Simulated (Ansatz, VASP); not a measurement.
# One calculation of Tc, two programs

File INCAR:

```
SYSTEM = Tc
PREC = Accurate
ENCUT = 520
EDIFF = 1E-8
ISMEAR = 0
SIGMA = 0.05
LREAL = .False.
LASPH = .True.
NELM = 60
ALGO = Normal
ISIF = 2
LWAVE = .False.
LCHARG = .False.
GGA = PE
LEFG = .True.
NBANDS = 20
```

File KPOINTS:

```
regular mesh
0
Gamma
  18 18 10
  0 0 0
```

POSCAR

```
Tc
1.0
    2.7400000000      0.0000000000      0.0000000000
   -1.3700000000      2.3729096064      0.0000000000
    0.0000000000      0.0000000000      4.3980000000
Tc
2
Direct
    0.3333333333      0.6666666667      0.2500000000
    0.6666666667      0.3333333333      0.7500000000
```

Input for Ansatz:

```yaml
crystal:
  lattice:
    - [2.74, 0.0, 0.0]
    - [-1.37, 2.3729096064, 0.0]
    - [0.0, 0.0, 4.398]
  atoms:
    - { symbol: Tc, position: [0.3333333333, 0.6666666667, 0.25] }
    - { symbol: Tc, position: [0.6666666667, 0.3333333333, 0.75] }
basis:
  ecutwfc: 600
  ecutrho_ratio: 5
kpoints:
  mp_grid: { grid: [18, 18, 10] }
hamiltonian:
  xc: pbe
scf:
  occupations: { method: gaussian, width: 0.05 }
output:
  forces: true
  stress: true
  eigenvalues: true
  populations: true
  efg: { contact_densities: true }
```

Alike in both runs: task electric field gradients; functional PBE; k mesh 18 × 18 × 10; occupations gaussian, width 0.05 eV; no spin polarisation.

|  | VASP | Ansatz |
| --- | --- | --- |
| version | VASP 6.6.1 | Ansatz 0.2.0 |
| potentials or method | VASP PAW PBE potentials, release 64 (Tc_pv), cutoff 520 eV | scalar-relativistic, plane waves, PAW |
| valence electrons in the cell | 26 | 30 |

Ansatz gave:

```
gap on the k mesh at the Fermi level (eV)                     : none
pressure (GPa)                                                : 2.9
traceless stress, the component that is largest in VASP (GPa) : -0.82
size of Vzz on the site where it differs most (V/Å²)          : 15.7
```

Task: Estimate VASP's values.

Result: gap on the k mesh at the Fermi level (eV): none; pressure (GPa): 2.2; traceless stress, the component that is largest in VASP (GPa): -0.82; size of Vzz on the site where it differs most (V/Å²): 15.3.

A gap of «none» marks a metal or a gap that the smearing closes. The functional is the same, so the differences come from potentials, cutoffs and numerics. VASP's potentials hold 26 valence electrons a cell and Ansatz's 30, so a difference there can come from the potentials and not from the codes.
